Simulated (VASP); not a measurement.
LiCl, 4 atoms in the cell. It takes space group P6_3/mmc (No. 194, hexagonal). The conventional cell has a = 4.162 Å, b = 4.162 Å, c = 5.233 Å, α = 90.00°, β = 90.00°, γ = 120.00°. Within 3.2 Å of Li (site symmetry -6m2) lie 5 Cl at 2.40 to 2.62 Å. Cl (site symmetry -6m2) has 5 Li at 2.40 to 2.62 Å within 3.2 Å. 

* Program: VASP 6.6.1
* Task: single point
* Functional: r2SCAN
* Potentials or basis: VASP PAW PBE potentials, release 64 (Li_sv, Cl)
* Cutoff: 520 eV
* k mesh: 6 × 6 × 4
* Occupations: gaussian, width 0.01 eV
* Spin: no spin polarisation
* Dipole correction: no
* Further INCAR settings: ALGO = Normal; EDIFF = 1e-07; NBANDS = 18

Potentials or basis: VASP PAW PBE potentials, release 64 (Li_sv, Cl).

Launch:

```sh
$ cat potpaw_PBE.64/Li_sv/POTCAR potpaw_PBE.64/Cl/POTCAR > POTCAR
$ cp INCAR.step1 INCAR
$ mpirun -np 1 vasp_std > vasp.out
$ cp INCAR.step2 INCAR
$ mpirun -np 1 vasp_std > vasp.out
```

Hardware: 1 thread of Intel(R) Xeon(R) 6975P-C (Granite Rapids), with other jobs on the host.

**Question.** Estimate the wall time of this run.

**Answer.** It took 50 s on 1 thread of Intel(R) Xeon(R) 6975P-C (Granite Rapids), on a shared host, peak memory 0.2 GiB. Counts: k points 21.
